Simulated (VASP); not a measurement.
Write the native input for VASP 6.6.1 that does the following.

* Task: relaxation of cell and atoms
* Functional: PBE
* Potentials or basis: VASP PAW PBE potentials, release 64 (Sn_d, Te)
* Cutoff: 600 eV
* k mesh: 12 × 12 × 12
* Occupations: fermi-dirac, width 0.1 eV
* Spin: no spin polarisation
* Target pressure: 8.5 GPa
* Dipole correction: no
* Further INCAR settings: ALGO = Normal; EDIFF = 1e-06; IBRION = 2; EDIFFG = -0.005; NSW = 60; ISIF = 3

The structure of SnTe (CsCl type) lies in POSCAR:

```
SnTe
1.0
    3.7709250141      0.0000000000      0.0000000000
    0.0000000000      3.7709250141      0.0000000000
    0.0000000000      0.0000000000      3.7709250141
Sn Te
1 1
Direct
    0.0000000000      0.0000000000      0.0000000000
    0.5000000000      0.5000000000      0.5000000000
```

One way to write it, as run:

INCAR

```
SYSTEM = SnTe
PREC = Accurate
ENCUT = 600
EDIFF = 1E-6
ISMEAR = -1
SIGMA = 0.1
LREAL = .False.
LASPH = .True.
NELM = 100
ALGO = Normal
ISIF = 3
LWAVE = .False.
LCHARG = .False.
GGA = PE
IBRION = 2
NSW = 60
EDIFFG = -0.005
PSTRESS = 85.0
```

KPOINTS

```
Automatic mesh
0
Gamma
  12 12 12
  0 0 0
```

Potentials or basis: VASP PAW PBE potentials, release 64 (Sn_d, Te).

Run with:

```bash
$ cat potpaw_PBE.64/Sn_d/POTCAR potpaw_PBE.64/Te/POTCAR > POTCAR
$ mpirun -np 1 vasp_std > vasp.out
```

It gave:

- Relaxed volume: 25.40 Å³/atom
- Relaxed cell: a = 3.704 Å, b = 3.704 Å, c = 3.704 Å, α = 90.00°, β = 90.00°, γ = 90.00°
- Space group after relaxing (to 0.1 Å): Pm-3m (No. 221)
- Energy change on relaxing (the run minimises the enthalpy): +57.8 meV/atom
- Ionic steps: 3
- Pressure after relaxing: 8.5 GPa
- Band gap on the k mesh: zero (bands 10 and 11 overlap by 2.73 eV)

Caveat: the cell is relaxed towards a set pressure, so the run minimises the enthalpy, not the energy; spin-orbit coupling is left out, which moves the levels of the heavy elements.

It took 2.5 min on 1 thread of Intel(R) Xeon(R) Platinum 8488C (Sapphire Rapids), with other jobs on the host, peak memory 0.23 GiB.
